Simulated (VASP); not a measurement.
# Te (P3_121) in VASP: further runs

Te is run at these levels: r2SCAN; tasks: single point.

Everything below comes from runs of VASP 6.6.1. Logs are shortened: lines on timing, memory, paths and dates and some standing lists are left out, and cuts for length are marked.

## 1. The cell of the first run

The structure is trigonal, space group P3_121 (No. 152). The conventional cell has a = 4.632 Å, b = 4.632 Å, c = 5.887 Å, α = 90.00°, β = 90.00°, γ = 120.00°. Te (site symmetry 2) has 6 Te at 2.83 to 3.62 Å within 3.7 Å.

## 2. Single point, r2SCAN

POSCAR

```
Te
1.0
    4.6324895870      0.0000000000      0.0000000000
   -2.3162447935      4.0118536651      0.0000000000
    0.0000000000      0.0000000000      5.8869033494
Te
3
Direct
    0.2535874851      0.0000000000      0.3333333333
    1.0000000000      0.2535874851      0.6666666667
    0.7464125149      0.7464125149      0.0000000000
```

INCAR.step1

```
SYSTEM = Te
PREC = Accurate
ENCUT = 520
ISMEAR = -1
SIGMA = 0.05
LREAL = .False.
LASPH = .True.
NELM = 100
NBANDS = 16
GGA = PE
ALGO = Normal
EDIFF = 1E-4
LWAVE = .True.
LCHARG = .False.
```

INCAR.step2

```
SYSTEM = Te
PREC = Accurate
ENCUT = 520
EDIFF = 1E-7
ISMEAR = -1
SIGMA = 0.05
LREAL = .False.
LASPH = .True.
NELM = 100
ALGO = Normal
ISIF = 2
LWAVE = .False.
LCHARG = .True.
METAGGA = R2SCAN
LMIXTAU = .True.
LELF = .True.
LVHAR = .True.
NBANDS = 16
ISTART = 1
```

KPOINTS

```
Automatic mesh
0
Gamma
  8 8 6
  0 0 0
```

Potentials or basis: VASP PAW PBE potentials, release 64 (Te).

The run is started by

```bash
$ cat potpaw_PBE.64/Te/POTCAR > POTCAR
$ cp INCAR.step1 INCAR
$ mpirun -np 1 vasp_std > vasp.out
$ cp INCAR.step2 INCAR
$ mpirun -np 1 vasp_std > vasp.out
```

OUTCAR:

```text
SYSTEM = Te
   PREC = Accurate
   ENCUT = 520
   EDIFF = 1E-7
   ISMEAR = -1
   LREAL = .False.
   LASPH = .True.
   NELM = 100
   ISIF = 2
   METAGGA = R2SCAN
   ISTART = 1

 ion  position               nearest neighbor table
   1  0.254  0.000  0.333-   3 2.83   2 2.83   3 3.62   3 3.62   2 3.62   2 3.62
   2  0.000  0.254  0.667-   3 2.83   1 2.83   3 3.62   3 3.62   1 3.62   1 3.62
   3  0.746  0.746  0.000-   2 2.83   1 2.83   1 3.62   2 3.62   2 3.62   1 3.62

  LATTYP: Found a hexagonal cell.
 ALAT       =     4.6324895870
 C/A-ratio  =     1.2707860944

  Lattice vectors:

 A1 = (   4.6324895870,   0.0000000000,   0.0000000000)
 A2 = (  -2.3162447935,   4.0118536651,   0.0000000000)
 A3 = (   0.0000000000,   0.0000000000,   5.8869033494)

Analysis of symmetry for initial positions (statically):
=====================================================================
 Subroutine PRICEL returns:
 Original cell was already a primitive cell.

 Routine SETGRP: Setting up the symmetry group for a
 hexagonal supercell.

 Subroutine GETGRP returns: Found  6 space group operations
 (whereof  2 operations were pure point group operations)
 out of a pool of 24 trial point group operations.

The static configuration has the point symmetry C_2 .
 The point group associated with its full space group is D_3 .

Analysis of symmetry for dynamics (positions and initial velocities):
=====================================================================
 Subroutine PRICEL returns:
 Original cell was already a primitive cell.

 Routine SETGRP: Setting up the symmetry group for a
 hexagonal supercell.

 Subroutine GETGRP returns: Found  6 space group operations
 (whereof  2 operations were pure point group operations)
 out of a pool of 24 trial point group operations.

The dynamic configuration has the point symmetry C_2 .
 The point group associated with its full space group is D_3 .

 Subroutine INISYM returns: Found  6 space group operations
 (whereof  2 operations are pure point group operations),
 and found     1 'primitive' translations

----------------------------------------------------------------------------------------

                                     Primitive cell

  volume of cell :     109.4073

  direct lattice vectors                    reciprocal lattice vectors
     4.632489587  0.000000000  0.000000000     0.215866648  0.124630667  0.000000000
    -2.316244794  4.011853665  0.000000000     0.000000000  0.249261335  0.000000000
     0.000000000  0.000000000  5.886903349     0.000000000  0.000000000  0.169868595

[... 82 lines left out ...]
   LASPH  =      T    aspherical Exc in radial PAW
   ENCUT  =  520.0 eV  38.22 Ry    6.18 a.u.   8.61  8.61 10.95*2*pi/ulx,y,z
   NELM   =    100;   NELMIN=  2; NELMDL=  0     # of ELM steps
   EDIFF  = 0.1E-06   stopping-criterion for ELM
   LREAL  =      F    real-space projection
   EDIFFG = 0.1E-05   stopping-criterion for IOM
   NSW    =      0    number of steps for IOM
   IBRION =     -1    ionic relax: 0-MD 1-quasi-New 2-CG
   NFREE  =      0    steps in history (QN), initial steepest desc. (CG)
   ISIF   =      2    stress and relaxation
   ISYM   =      2    0-nonsym 1-usesym 2-fastsym
   POTIM  = 0.5000    time-step for ionic-motion
   TEBEG  =    0.0;   TEEND  =   0.0 temperature during run
   PSTRESS=    0.0 pullay stress
   NELECT =      18.0000    total number of electrons
   NUPDOWN=      -1.0000    fix difference up-down
   EMIN   =  10.00;   EMAX   =-10.00  energy-range for DOS
   EFERMI =   0.00;   METHOD = LEGACY
   ISMEAR =    -1;   SIGMA  =   0.05  broadening in eV -4-tet -1-fermi 0-gaus
   EFERMI_NEDOS =   21; number of points for ismear=-14 and -15
   IALGO  =     38    algorithm
   IMIX   =      4    mixing-type and parameters
     AMIX     =   0.40;   BMIX     =  1.00
     AMIX_MAG =   1.60;   BMIX_MAG =  1.00
  volume/ion in A,a.u.               =      36.47       246.11
  Fermi-wavevector in a.u.,A,eV,Ry     =   0.897050  1.695179 10.948601  0.804699
  Thomas-Fermi vector in A             =   2.019586
   LORBIT       =      0    0 simple, 1 ext, 2 COOP (PROOUT), +10 PAW based schemes
   METAGGA = R2SCAN    functional components
   LHFCALC =     F    Hartree Fock is set to
   AEXX    =    0.0000 exact exchange contribution
   IVDW    =     0    specifies the selected vdW correction
   LEPSILON=     F    determine dielectric tensor
   LRPA    =     F    only Hartree local field effects (RPA)
 non-spin polarized calculation
  energy-cutoff  :      520.00
  volume of cell :      109.41
 maximum number of plane-waves:      2986
 NGX is ok and might be reduce to    36
   NGX = 17   NGY = 17   NGZ = 21

 number of electron      17.9999999 magnetization

 Free energy of the ion-electron system (eV)
  ---------------------------------------------------
  ext. energy  EPLUGINS =         0.00000000
  ---------------------------------------------------
  free energy    TOTEN  =       -76.24631045 eV

  energy without entropy =      -76.24629488  energy(sigma->0) =      -76.24630266

 E-fermi :   5.2940     XC(G=0):  -9.1240

 val. band max:        4.9120102800   @ k =   0.3750   0.2500   0.5000
 cond. band min:       5.6899643345   @ k =   0.0000   0.0000   0.5000
 fundamental gap:      0.7779540544
 Fermi energy:         5.2939503157

 k-point     1 :       0.0000    0.0000    0.0000
  band No.  band energies     occupation
      1      -8.9570      2.00000
      2      -5.5363      2.00000
      3      -5.5363      2.00000
      4       1.6820      2.00000
      5       1.9067      2.00000
      6       1.9067      2.00000
[... 433 lines left out ...]
      3      -5.2951      2.00000
      4       0.0428      2.00000
      5       0.5275      2.00000
      6       1.6287      2.00000
[... 8 lines left out ...]
     15      12.8219      0.00000
     16      13.3310      0.00000

 [... further k-points ...]
[... 5 lines left out ...]
  --------------------------------------------------------------------------------------
  -------------------------------------------------------------------------------------
  Total       -0.0120667     -0.0120667      0.0925472      0.0000000     -0.0000000     -0.0000000
  in kB       -0.1767073     -0.1767073      1.3552750      0.0000000     -0.0000000     -0.0000000
  external PRESSURE =       0.3339535 kB  Pullay stress =       0.0000000 kB

 VOLUME and BASIS-vectors are now :
 -----------------------------------------------------------------------------
  energy-cutoff  :      520.00
  volume of cell :      109.41
      direct lattice vectors                 reciprocal lattice vectors
     4.632489587  0.000000000  0.000000000     0.215866648  0.124630667  0.000000000
    -2.316244794  4.011853665  0.000000000     0.000000000  0.249261335  0.000000000
     0.000000000  0.000000000  5.886903349     0.000000000  0.000000000  0.169868595

 POSITION                                       TOTAL-FORCE (eV/Angst)
 -----------------------------------------------------------------------------------
      1.17474      0.00000      1.96230         0.019397      0.000000      0.000000
     -0.58737      1.01736      3.92460        -0.009698      0.016798     -0.000000
      1.72887      2.99450      0.00000        -0.009698     -0.016798     -0.000000
 -----------------------------------------------------------------------------------
    total drift:                               -0.000000     -0.000000      0.000000

  FREE ENERGIE OF THE ION-ELECTRON SYSTEM (eV)
  ---------------------------------------------------
  free  energy   TOTEN  =       -76.2463104492 eV

  energy  without entropy=      -76.2462948797  energy(sigma->0) =      -76.24630266
```

Run time: 4.3 min. Hardware: 1 thread of Intel Xeon Platinum 8259CL at 2.50GHz (Skylake/Cascade Lake), shared host; peak memory 0.28 GiB.

What came out:

| Item | Value |
| --- | --- |
| Free energy | -76.2463 eV |
| Pressure | 0.0 GPa |
| Largest force | 0.019 eV/Å |
| Band gap on the k mesh | 0.78 eV, indirect (the least direct gap lies 0.3 meV higher) |

Forces on the atoms (eV/Å):
```
Te   0.019  0.000  0.000
Te  -0.010  0.017  0.000
Te  -0.010 -0.017  0.000
```

Caveat: the PAW data sets were made with another functional, which shifts forces and pressure a little; spin-orbit coupling is left out, which moves the levels of the heavy elements. A k mesh can miss the band edges.

## 3. Single point, r2SCAN

POSCAR is that of step 2.

INCAR.step1

```
SYSTEM = Te
PREC = Accurate
ENCUT = 520
ISMEAR = 0
SIGMA = 0.01
LREAL = .False.
LASPH = .True.
NELM = 60
NBANDS = 16
GGA = PE
ALGO = Normal
EDIFF = 1E-4
LWAVE = .True.
LCHARG = .False.
```

INCAR.step2

```
SYSTEM = Te
PREC = Accurate
ENCUT = 520
EDIFF = 1E-7
ISMEAR = 0
SIGMA = 0.01
LREAL = .False.
LASPH = .True.
NELM = 60
ALGO = Normal
ISIF = 2
LWAVE = .False.
LCHARG = .False.
METAGGA = R2SCAN
LMIXTAU = .True.
NBANDS = 16
ISTART = 1
```

KPOINTS is that of step 2.

Potentials or basis: VASP PAW PBE potentials, release 64 (Te).

The run is started by

```bash
$ cat potpaw_PBE.64/Te/POTCAR > POTCAR
$ cp INCAR.step1 INCAR
$ mpirun -np 1 vasp_std > vasp.out
$ cp INCAR.step2 INCAR
$ mpirun -np 1 vasp_std > vasp.out
```

OUTCAR:

```text
SYSTEM = Te
   PREC = Accurate
   ENCUT = 520
   EDIFF = 1E-7
   ISMEAR = 0
   LREAL = .False.
   LASPH = .True.
   NELM = 60
   ISIF = 2
   METAGGA = R2SCAN
   ISTART = 1

 ion  position               nearest neighbor table
   1  0.254  0.000  0.333-   3 2.83   2 2.83   3 3.62   3 3.62   2 3.62   2 3.62
   2  0.000  0.254  0.667-   3 2.83   1 2.83   3 3.62   3 3.62   1 3.62   1 3.62
   3  0.746  0.746  0.000-   2 2.83   1 2.83   1 3.62   2 3.62   2 3.62   1 3.62

  LATTYP: Found a hexagonal cell.
 ALAT       =     4.6324895870
 C/A-ratio  =     1.2707860944

  Lattice vectors:

 A1 = (   4.6324895870,   0.0000000000,   0.0000000000)
 A2 = (  -2.3162447935,   4.0118536651,   0.0000000000)
 A3 = (   0.0000000000,   0.0000000000,   5.8869033494)

Analysis of symmetry for initial positions (statically):
=====================================================================
 Subroutine PRICEL returns:
 Original cell was already a primitive cell.

 Routine SETGRP: Setting up the symmetry group for a
 hexagonal supercell.

 Subroutine GETGRP returns: Found  6 space group operations
 (whereof  2 operations were pure point group operations)
[... 165 lines left out ...]
  free energy    TOTEN  =       -76.24630877 eV

  energy without entropy =      -76.24630877  energy(sigma->0) =      -76.24630877

 E-fermi :   5.0260     XC(G=0):  -9.1240

 val. band max:        4.9120114380   @ k =   0.3750   0.2500   0.5000
 cond. band min:       5.6899646199   @ k =   0.0000   0.0000   0.5000
 fundamental gap:      0.7779531819
 Fermi energy:         5.0259576022

 k-point     1 :       0.0000    0.0000    0.0000
  band No.  band energies     occupation
      1      -8.9570      2.00000
      2      -5.5363      2.00000
      3      -5.5363      2.00000
      4       1.6820      2.00000
      5       1.9067      2.00000
      6       1.9067      2.00000
[... 433 lines left out ...]
      3      -5.2951      2.00000
      4       0.0428      2.00000
      5       0.5275      2.00000
      6       1.6287      2.00000
[... 8 lines left out ...]
     15      12.8219      0.00000
     16      13.3310      0.00000

 [... further k-points ...]
[... 5 lines left out ...]
  --------------------------------------------------------------------------------------
  -------------------------------------------------------------------------------------
  Total       -0.0120454     -0.0120454      0.0925051      0.0000000      0.0000000     -0.0000000
  in kB       -0.1763953     -0.1763953      1.3546581      0.0000000      0.0000000     -0.0000000
  external PRESSURE =       0.3339558 kB  Pullay stress =       0.0000000 kB

 VOLUME and BASIS-vectors are now :
 -----------------------------------------------------------------------------
  energy-cutoff  :      520.00
  volume of cell :      109.41
      direct lattice vectors                 reciprocal lattice vectors
     4.632489587  0.000000000  0.000000000     0.215866648  0.124630667  0.000000000
    -2.316244794  4.011853665  0.000000000     0.000000000  0.249261335  0.000000000
     0.000000000  0.000000000  5.886903349     0.000000000  0.000000000  0.169868595

 POSITION                                       TOTAL-FORCE (eV/Angst)
 -----------------------------------------------------------------------------------
      1.17474      0.00000      1.96230         0.019393     -0.000000      0.000000
     -0.58737      1.01736      3.92460        -0.009696      0.016795      0.000000
      1.72887      2.99450      0.00000        -0.009696     -0.016795     -0.000000
 -----------------------------------------------------------------------------------
    total drift:                               -0.000000     -0.000000      0.000000

  FREE ENERGIE OF THE ION-ELECTRON SYSTEM (eV)
  ---------------------------------------------------
  free  energy   TOTEN  =       -76.2463087710 eV

  energy  without entropy=      -76.2463087710  energy(sigma->0) =      -76.24630877
```

OUTCAR.step1:

```text
SYSTEM = Te
   PREC = Accurate
   ENCUT = 520
   ISMEAR = 0
   LREAL = .False.
   LASPH = .True.
   NELM = 60
[... 683 lines left out ...]
      1.17474      0.00000      1.96230         0.263857      0.000000      0.000000
     -0.58737      1.01736      3.92460        -0.131929      0.228507     -0.000000
      1.72887      2.99450      0.00000        -0.131929     -0.228507      0.000000
 -----------------------------------------------------------------------------------
    total drift:                                0.000000     -0.000000      0.000000

  FREE ENERGIE OF THE ION-ELECTRON SYSTEM (eV)
  ---------------------------------------------------
  free  energy   TOTEN  =        -9.4086497963 eV

  energy  without entropy=       -9.4086497963  energy(sigma->0) =       -9.40864980
```

OSZICAR.step1:

```text
N       E                     dE             d eps       ncg     rms          rms(c)
DAV:   1     0.739447138543E+02    0.73945E+02   -0.63906E+03  1600   0.891E+02
DAV:   2    -0.440485139475E+01   -0.78350E+02   -0.74485E+02  2144   0.132E+02
DAV:   3    -0.934214707912E+01   -0.49373E+01   -0.49168E+01  1864   0.378E+01
DAV:   4    -0.943580107770E+01   -0.93654E-01   -0.93643E-01  2560   0.600E+00
DAV:   5    -0.943712230433E+01   -0.13212E-02   -0.13212E-02  1952   0.615E-01    0.114E+01
DAV:   6    -0.941410475409E+01    0.23018E-01   -0.21442E-02  2168   0.858E-01    0.731E+00
DAV:   7    -0.940960707645E+01    0.44977E-02   -0.48939E-02  1856   0.130E+00    0.333E-01
DAV:   8    -0.940860923241E+01    0.99784E-03   -0.88091E-03  1856   0.510E-01    0.172E-01
DAV:   9    -0.940864979633E+01   -0.40564E-04   -0.26309E-04  2280   0.101E-01
   1 F= -.94086498E+01 E0= -.94086498E+01  d E =-.332244E-45
```

Wall time 4.5 min (1 thread of Intel Xeon Platinum 8259CL at 2.50GHz (Skylake/Cascade Lake), shared host); peak memory 0.28 GiB.

Results:

```
Free energy            : -76.2463 eV
Pressure               : 0.0 GPa
Largest force          : 0.019 eV/Å
Band gap on the k mesh : 0.78 eV, indirect (the least direct gap lies 0.3 meV higher)
```

Forces on the atoms (eV/Å):
```
Te   0.019  0.000  0.000
Te  -0.010  0.017  0.000
Te  -0.010 -0.017  0.000
```

Caveat: the PAW data sets were made with another functional, which shifts forces and pressure a little; spin-orbit coupling is left out, which moves the levels of the heavy elements. A k mesh can miss the band edges.

(Part 1 of 2 ends here.)
